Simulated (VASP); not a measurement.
# Ga (P6/mmm) in VASP: a series of runs

Runs on Ga. Level: PBE. Tasks: single point, relaxation of cell and atoms.

Everything below comes from runs of VASP 6.6.1. Logs are shortened: lines on timing, memory, paths and dates and some standing lists are left out, and cuts for length are marked.

**1. The cell of the first run**

It takes space group P6/mmm (No. 191, hexagonal). Conventional cell: a = 2.709 Å, b = 2.709 Å, c = 2.592 Å, α = 90.00°, β = 90.00°, γ = 120.00°. Within 3.4 Å of Ga (site symmetry 6/mmm) lie 8 Ga at 2.59 to 2.71 Å.

**2. Single point, PBE**

INCAR

```
ALGO = Normal
EDIFF = 1E-6
ENCUT = 520
GGA = PE
ISIF = 2
ISMEAR = -1
LASPH = T
LCHARG = T
LELF = T
LREAL = F
LVHAR = T
LWAVE = F
NBANDS = 12
NELM = 60
PREC = Accurate
SIGMA = 0.05
```

KPOINTS

```
k-points
0
Gamma
  17 17 15
```

POSCAR

```
Ga
1.0
    2.7088094483      0.0000000000      0.0000000000
   -1.3544047241      2.3458977962      0.0000000000
    0.0000000000      0.0000000000      2.5920438797
Ga
1
Direct
    0.0000000000      0.0000000000      0.0000000000
```

Potentials or basis: VASP PAW PBE potentials, release 64 (Ga_d).

Run with:

```console
$ cat potpaw_PBE.64/Ga_d/POTCAR > POTCAR
$ mpirun -np 1 vasp_std > vasp.out
```

OUTCAR:

```text
EDIFF = 1E-6
   ENCUT = 520
   GGA = PE
   ISIF = 2
   ISMEAR = -1
   LASPH = T
   LREAL = F
   NELM = 60
   PREC = Accurate

 ion  position               nearest neighbor table
   1  0.000  0.000  0.000-

  LATTYP: Found a hexagonal cell.
 ALAT       =     2.7088094483
 C/A-ratio  =     0.9568941371

  Lattice vectors:

 A1 = (   2.7088094483,   0.0000000000,   0.0000000000)
 A2 = (  -1.3544047241,   2.3458977962,   0.0000000000)
 A3 = (   0.0000000000,   0.0000000000,   2.5920438797)

Analysis of symmetry for initial positions (statically):
=====================================================================
 Subroutine PRICEL returns:
 Original cell was already a primitive cell.

 Routine SETGRP: Setting up the symmetry group for a
 hexagonal supercell.

 Subroutine GETGRP returns: Found 24 space group operations
 (whereof 24 operations were pure point group operations)
 out of a pool of 24 trial point group operations.

The static configuration has the point symmetry D_6h.

Analysis of symmetry for dynamics (positions and initial velocities):
=====================================================================
 Subroutine PRICEL returns:
 Original cell was already a primitive cell.

 Routine SETGRP: Setting up the symmetry group for a
 hexagonal supercell.

 Subroutine GETGRP returns: Found 24 space group operations
 (whereof 24 operations were pure point group operations)
 out of a pool of 24 trial point group operations.

The dynamic configuration has the point symmetry D_6h.

 Subroutine INISYM returns: Found 24 space group operations
 (whereof 24 operations are pure point group operations),
 and found     1 'primitive' translations

----------------------------------------------------------------------------------------

                                     Primitive cell

  volume of cell :      16.4714

  direct lattice vectors                    reciprocal lattice vectors
     2.708809448  0.000000000  0.000000000     0.369165871  0.213138015  0.000000000
    -1.354404724  2.345897796  0.000000000     0.000000000  0.426276030  0.000000000
     0.000000000  0.000000000  2.592043880     0.000000000  0.000000000  0.385795938

  length of vectors
     2.708809448  2.708809448  2.592043880     0.426276030  0.426276030  0.385795938

  position of ions in fractional coordinates (direct lattice)
     0.000000000  0.000000000  0.000000000

  ion indices of the primitive-cell ions
   primitive index   ion index
                 1           1

----------------------------------------------------------------------------------------

 KPOINTS: k-points

Automatic generation of k-mesh.
 Grid dimensions read from file:
 generate k-points for:   17   17   15

 Generating k-lattice:

  Cartesian coordinates                     Fractional coordinates (reciprocal lattice)
     0.021715639  0.012537530  0.000000000     0.058823529  0.000000000  0.000000000
     0.000000000  0.025075061  0.000000000     0.000000000  0.058823529  0.000000000
     0.000000000  0.000000000  0.025719729     0.000000000  0.000000000  0.066666667

  Length of vectors
     0.025075061  0.025075061  0.025719729

  Shift w.r.t. Gamma in fractional coordinates (k-lattice)
     0.000000000  0.000000000  0.000000000

 Subroutine IBZKPT returns following result:
 ===========================================

 Found    264 irreducible k-points:

 Following reciprocal coordinates:
            Coordinates               Weight
  0.000000  0.000000  0.000000      1.000000
  0.058824  0.000000  0.000000      6.000000
  0.117647  0.000000  0.000000      6.000000
  0.176471  0.000000  0.000000      6.000000
  0.235294  0.000000  0.000000      6.000000
  0.294118  0.000000  0.000000      6.000000
[... 16 lines left out ...]
  0.411765  0.117647  0.000000     12.000000
  0.176471  0.176471  0.000000      6.000000
 [... further k-points ...]
   k-points           NKPTS =    264   k-points in BZ     NKDIM =    264   number of bands    NBANDS=     12
   number of dos      NEDOS =    301   number of ions     NIONS =      1
   total plane-waves  NPLWV =   8000
   dimension x,y,z NGX =    20 NGY =   20 NGZ =   20
   dimension x,y,z NGXF=    40 NGYF=   40 NGZF=   40
   ions per type =               1
   NGX,Y,Z   is equivalent  to a cutoff of  12.27, 12.27, 12.83 a.u.
   NGXF,Y,Z  is equivalent  to a cutoff of  24.55, 24.55, 25.65 a.u.
 SYSTEM =  unknown system
   PREC   = accura    normal or accurate (medium, high low for compatibility)
   ISTART =      0    job   : 0-new  1-cont  2-samecut
   ICHARG =      2    charge: 1-file 2-atom 10-const
   ISPIN  =      1    spin polarized calculation?
   LNONCOLLINEAR =      F non collinear calculations
   LSORBIT =      F    spin-orbit coupling
   LASPH  =      T    aspherical Exc in radial PAW
   ENCUT  =  520.0 eV  38.22 Ry    6.18 a.u.   5.04  5.04  4.82*2*pi/ulx,y,z
   NELM   =     60;   NELMIN=  2; NELMDL= -5     # of ELM steps
   EDIFF  = 0.1E-05   stopping-criterion for ELM
   LREAL  =      F    real-space projection
   EDIFFG = 0.1E-04   stopping-criterion for IOM
   NSW    =      0    number of steps for IOM
   IBRION =     -1    ionic relax: 0-MD 1-quasi-New 2-CG
   NFREE  =      0    steps in history (QN), initial steepest desc. (CG)
   ISIF   =      2    stress and relaxation
   ISYM   =      2    0-nonsym 1-usesym 2-fastsym
   POTIM  = 0.5000    time-step for ionic-motion
   TEBEG  =    0.0;   TEEND  =   0.0 temperature during run
   PSTRESS=    0.0 pullay stress
   NELECT =      13.0000    total number of electrons
   NUPDOWN=      -1.0000    fix difference up-down
   EMIN   =  10.00;   EMAX   =-10.00  energy-range for DOS
   EFERMI =   0.00;   METHOD = LEGACY
   ISMEAR =    -1;   SIGMA  =   0.05  broadening in eV -4-tet -1-fermi 0-gaus
   EFERMI_NEDOS =   21; number of points for ismear=-14 and -15
   IALGO  =     38    algorithm
   IMIX   =      4    mixing-type and parameters
     AMIX     =   0.40;   BMIX     =  1.00
     AMIX_MAG =   1.60;   BMIX_MAG =  1.00
  volume/ion in A,a.u.               =      16.47       111.15
  Fermi-wavevector in a.u.,A,eV,Ry     =   1.512908  2.858982 31.142266  2.288892
  Thomas-Fermi vector in A             =   2.622770
   LORBIT       =      0    0 simple, 1 ext, 2 COOP (PROOUT), +10 PAW based schemes
   GGA     = PE    functional components
   LHFCALC =     F    Hartree Fock is set to
   AEXX    =    0.0000 exact exchange contribution
   IVDW    =     0    specifies the selected vdW correction
   LEPSILON=     F    determine dielectric tensor
   LRPA    =     F    only Hartree local field effects (RPA)
 non-spin polarized calculation
  energy-cutoff  :      520.00
  volume of cell :       16.47
 maximum number of plane-waves:       454
   NGX = 11   NGY = 11   NGZ =  9

 number of electron      12.9999987 magnetization

 Free energy of the ion-electron system (eV)
  ---------------------------------------------------
  ext. energy  EPLUGINS =         0.00000000
  ---------------------------------------------------
  free energy    TOTEN  =        -2.77253452 eV

  energy without entropy =       -2.76928083  energy(sigma->0) =       -2.77090768

 E-fermi :   6.6458     XC(G=0): -11.6684

 val. band max:        6.6270015391   @ k =   0.3529   0.0000   0.0000
 cond. band min:       6.7008114947   @ k =   0.4118   0.0000   0.3333
 fundamental gap:      0.0738099556
 Fermi energy:         6.6458377280

 k-point     1 :       0.0000    0.0000    0.0000
  band No.  band energies     occupation
      1      -8.6958      2.00000
      2      -8.3419      2.00000
      3      -8.3419      2.00000
      4      -7.9731      2.00000
      5      -7.9731      2.00000
      6      -5.3524      2.00000
      7      16.2104      0.00000
      8      19.5718      0.00000
      9      19.9518      0.00000
     10      19.9519      0.00000
     11      23.8503      0.00000
     12      24.3748      0.00000

 k-point     2 :       0.0588    0.0000    0.0000
  band No.  band energies     occupation
      1      -8.6882      2.00000
      2      -8.3472      2.00000
      3      -8.3288      2.00000
      4      -7.9798      2.00000
      5      -7.9745      2.00000
      6      -5.2562      2.00000
      7      16.3169      0.00000
      8      18.4698      0.00000
      9      19.4468      0.00000
     10      20.0122      0.00000
     11      22.4754      0.00000
     12      25.0487      0.00000

 k-point     3 :       0.1176    0.0000    0.0000
  band No.  band energies     occupation
      1      -8.6679      2.00000
      2      -8.3625      2.00000
      3      -8.2908      2.00000
      4      -7.9989      2.00000
      5      -7.9787      2.00000
      6      -4.9652      2.00000
      7      16.1891      0.00000
      8      16.6342      0.00000
      9      18.4177      0.00000
     10      19.9893      0.00000
     11      21.6776      0.00000
     12      26.5846      0.00000
[... 286 lines left out ...]
 k-point    23 :       0.4118    0.1176    0.0000
  band No.  band energies     occupation
      1      -8.5866      2.00000
      2      -8.4066      2.00000
      3      -8.1561      2.00000
      4      -8.0315      2.00000
      5      -7.9926      2.00000
      6       1.2769      2.00000
      7       3.0460      2.00000
      8      11.1961      0.00000
      9      21.4374      0.00000
     10      21.9832      0.00000
     11      25.0961      0.00000
     12      26.7273      0.00000

 k-point    24 :       0.1765    0.1765    0.0000
  band No.  band energies     occupation
      1      -8.5678      2.00000
      2      -8.4148      2.00000
      3      -8.1274      2.00000
      4      -8.0938      2.00000
      5      -8.0137      2.00000
      6      -2.6783      2.00000
      7      10.0522      0.00000
      8      11.3147      0.00000
      9      18.9640      0.00000
     10      22.0766      0.00000
     11      24.5790      0.00000
     12      27.0063      0.00000

 [... further k-points ...]

------------------------ aborting loop because EDIFF is reached ----------------------------------------

  FORCE on cell =-STRESS in cart. coord.  units (eV):
  Direction    XX          YY          ZZ          XY          YZ          ZX
  --------------------------------------------------------------------------------------
  -------------------------------------------------------------------------------------
  Total        1.2394525      1.2394525      1.2345089      0.0000000     -0.0000000     -0.0000000
  in kB      120.5620368    120.5620368    120.0811705      0.0000000     -0.0000000     -0.0000000
  external PRESSURE =     120.4017480 kB  Pullay stress =       0.0000000 kB

 VOLUME and BASIS-vectors are now :
 -----------------------------------------------------------------------------
  energy-cutoff  :      520.00
  volume of cell :       16.47
      direct lattice vectors                 reciprocal lattice vectors
     2.708809448  0.000000000  0.000000000     0.369165871  0.213138015  0.000000000
    -1.354404724  2.345897796  0.000000000     0.000000000  0.426276030  0.000000000
     0.000000000  0.000000000  2.592043880     0.000000000  0.000000000  0.385795938

 POSITION                                       TOTAL-FORCE (eV/Angst)
 -----------------------------------------------------------------------------------
      0.00000      0.00000      0.00000        -0.000000      0.000000      0.000000
 -----------------------------------------------------------------------------------
    total drift:                               -0.000000      0.000000      0.000000

  FREE ENERGIE OF THE ION-ELECTRON SYSTEM (eV)
  ---------------------------------------------------
  free  energy   TOTEN  =        -2.7725345228 eV

  energy  without entropy=       -2.7692808334  energy(sigma->0) =       -2.77090768
```

Run time: 28 s. Hardware: 1 thread of Intel Xeon Platinum 8488C (Sapphire Rapids), shared host; peak memory 0.16 GiB.

What came out:

- Free energy: -2.7725 eV
- Pressure: 12.0 GPa

(Continued in part 2 of 3.)
